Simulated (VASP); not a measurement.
KF: single point with PBE

The system is KF.

```
K F
1.0
     0.00000    2.88564    2.88564
     2.88564    0.00000    2.88564
     2.88564    2.88564    0.00000
K F
1 1
Direct
  0.00000 0.00000 0.00000
  0.25000 0.25000 0.25000
```

This cell differs from its parent crystal: volume changed by -5%.

```
Program                : VASP 6.6.1
Task                   : single point
Functional             : PBE
Potentials or basis    : VASP PAW PBE potentials, release 64 (K_sv, F)
Cutoff                 : 600 eV
k mesh                 : 4 × 4 × 4
Occupations            : gaussian, width 0.01 eV
Spin                   : no spin polarisation
Dipole correction      : no
Further INCAR settings : ALGO = Normal; EDIFF = 1e-06; NBANDS = 15
```

```json
{"Pressure": "2.4 GPa", "Band gap on the k mesh": "5.30 eV, indirect (least direct gap 5.55 eV)"}
```

Levels at points of the mesh, in eV from the valence-band top:
| k point | band 4 | band 5 | band 6 | band 7 | band 8 | band 9 | band 10 | band 11 | band 12 | band 13 |
| --- | --- | --- | --- | --- | --- | --- | --- | --- | --- | --- |
| (0.00, 0.00, 0.00) | -9.43 | -9.43 | -0.25 | -0.25 | -0.25 | 5.30 | 11.96 | 11.96 | 12.15 | 12.15 |
| (0.50, 0.00, 0.00) | -9.49 | -9.49 | -0.29 | -0.14 | -0.14 | 8.18 | 9.48 | 11.08 | 11.08 | 13.26 |
| (0.50, 0.50, 0.00) | -9.58 | -9.45 | -0.51 | 0.00 | 0.00 | 8.40 | 8.51 | 12.72 | 13.17 | 13.29 |

Run time: 9.4 s on 1 thread of AMD EPYC 7R13 Processor (Zen 3), on a shared host, peak memory 0.17 GiB.

Caveat: the k points lie up to 0.47 Å⁻¹ apart. A k mesh can miss the band edges.
